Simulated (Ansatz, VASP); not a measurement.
## One calculation of BN, two programs

```
B N
1.0
     0.00000    1.83027    1.83027
     1.83027    0.00000    1.83027
     1.83027    1.83027    0.00000
B N
1 1
Direct
  0.00000 0.00000 0.00000
  0.25000 0.25000 0.25000
```

Alike in both runs: task single point; functional PBE; k mesh 12 × 12 × 12; occupations gaussian, width 0.02 eV; no spin polarisation.

```csv
,VASP,Ansatz
version,VASP 6.6.1,Ansatz 0.2.0
potentials or method,"VASP PAW PBE potentials, release 64 (B, N), cutoff 600 eV","scalar-relativistic, plane waves, PAW"
valence electrons in the cell,8,8
```

```csv
,VASP,Ansatz,Ansatz less VASP
gap on the k mesh at the Fermi level (eV),4.42,4.43,+0.011
least direct gap on the mesh (eV),8.64,8.65,+0.010
pressure (GPa),-10.5,-10.4,+0.12
```
